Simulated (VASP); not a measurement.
Here is a VASP 6.6.1 calculation.

File INCAR:

```
SYSTEM = Ta2N
PREC     = Accurate       ! precision mode
ENCUT    = 520            ! plane-wave cutoff, eV
EDIFF    = 1E-7           ! SCF threshold, eV
ISMEAR   = 0              ! smearing method
SIGMA    = 0.15           ! smearing width, eV
LREAL    = .False.        ! projectors in reciprocal space
LASPH    = .True.         ! aspherical terms in the spheres
NELM     = 60             ! most SCF steps
ALGO     = Normal         ! electronic algorithm
ISIF     = 2              ! what is computed and relaxed
LWAVE    = .False.        ! write WAVECAR
LCHARG   = .False.        ! write CHGCAR
GGA      = PE             ! functional
NBANDS   = 20             ! bands
```

File KPOINTS:

```
regular mesh
0
Gamma
  18 18 10
  0 0 0
```

File POSCAR:

```
Ta2N
1.0
    3.1011400556      0.0000000000      0.0000000000
   -1.5505700278      2.6856660688      0.0000000000
    0.0000000000      0.0000000000      4.8818900623
Ta N
2 1
Direct
    0.6387406334      0.2774812668      0.7449050322
    0.3612593666      0.7225187332      0.2550949678
    0.0000000000      0.0000000000      0.0000000000
```

Potentials or basis: VASP PAW PBE potentials, release 64 (Ta_pv, N).

Launch:

```sh
$ cat potpaw_PBE.64/Ta_pv/POTCAR potpaw_PBE.64/N/POTCAR > POTCAR
$ mpirun -np 1 vasp_std > vasp.out
```

**Question.** Estimate the largest force.

**Answer.** 1.110 eV/Å.

**Question.** Estimate the pressure.

**Answer.** 3.6 GPa.

Stress tensor (GPa, compression positive):
```
 2.11  0.00  0.00
 0.00  3.55 -3.12
 0.00 -3.12  5.22
```

Caveat: the cell differs from its parent crystal (mode 4 (98.3 1/cm) frozen in, largest displacement +0.150 Å); forces of over 1 eV/Å act on the atoms, so gaps and moduli don't describe the material at rest.
